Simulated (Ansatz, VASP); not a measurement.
Zr2B3 in VASP and in Ansatz

File INCAR:

```
ALGO = Normal ; EDIFF = 1E-6
EDIFFG = -0.01 ; ENCUT = 600
GGA = PE ; IBRION = 2
ISIF = 3 ; ISMEAR = 0
LASPH = True ; LCHARG = False
LREAL = False ; LWAVE = False
NELM = 80 ; NSW = 100
PREC = Accurate ; SIGMA = 0.1
```

KPOINTS

```
k-points
0
Gamma
  12 12 6
```

Contents of POSCAR:

```
Zr2B3
1.0
    3.5705490030      0.0000000000      0.0000000000
   -1.7852745015      3.0921861420      0.0000000000
    0.0000000000      0.0000000000      6.5865908321
Zr B
2 3
Direct
    0.0000000000      0.0000000000      0.2489668397
    0.0000000000      0.0000000000      0.7510331603
    0.5000000000      0.0000000000      0.5000000000
    0.0000000000      0.5000000000      0.5000000000
    0.5000000000      0.5000000000      0.5000000000
```

Input for Ansatz:

```yaml
crystal:
  lattice:
    - [3.570549003, 0.0, 0.0]
    - [-1.7852745015, 3.092186142, 0.0]
    - [0.0, 0.0, 6.5865908321]
  atoms:
    - { symbol: Zr, position: [0.0, 0.0, 0.2489668397] }
    - { symbol: Zr, position: [0.0, 0.0, 0.7510331603] }
    - { symbol: B, position: [0.5, 0.0, 0.5] }
    - { symbol: B, position: [0.0, 0.5, 0.5] }
    - { symbol: B, position: [0.5, 0.5, 0.5] }
basis:
  ecutwfc: 420
kpoints:
  mp_grid: { grid: [12, 12, 6] }
hamiltonian:
  xc: pbe
scf:
  occupations: { method: gaussian, width: 0.1 }
output:
  forces: true
  stress: true
  eigenvalues: true
  write_density: true
  write_potential: true
  elf: true
  volumetric_format: npy
relax:
  adjacent_minimum: "off"
  f_tol: 0.01
  max_steps: 80
  cell: { stress_tol: 0.05 }
```

Alike in both runs: task relaxation of cell and atoms; functional PBE; k mesh 12 × 12 × 6; occupations gaussian, width 0.1 eV; no spin polarisation.

```csv
,VASP,Ansatz
version,VASP 6.6.1,Ansatz 0.2.0
potentials or method,"VASP PAW PBE potentials, release 64 (Zr_sv, B), cutoff 600 eV","scalar-relativistic, plane waves, PAW"
valence electrons in the cell,33,33
```

Ansatz gave:

| Quantity | Value |
| --- | --- |
| gap on the k mesh at the Fermi level, each at its own relaxed structure (eV) | none |
| relaxed volume (Å³/atom) | 14.64 |
| relaxed cell length with the largest relative difference (Å) | 6.574 |

Problem. What did VASP give for the same quantities?

Solution. gap on the k mesh at the Fermi level, each at its own relaxed structure (eV): none; relaxed volume (Å³/atom): 14.62; relaxed cell length with the largest relative difference (Å): 6.568.

A gap of «none» marks a metal or a gap that the smearing closes.
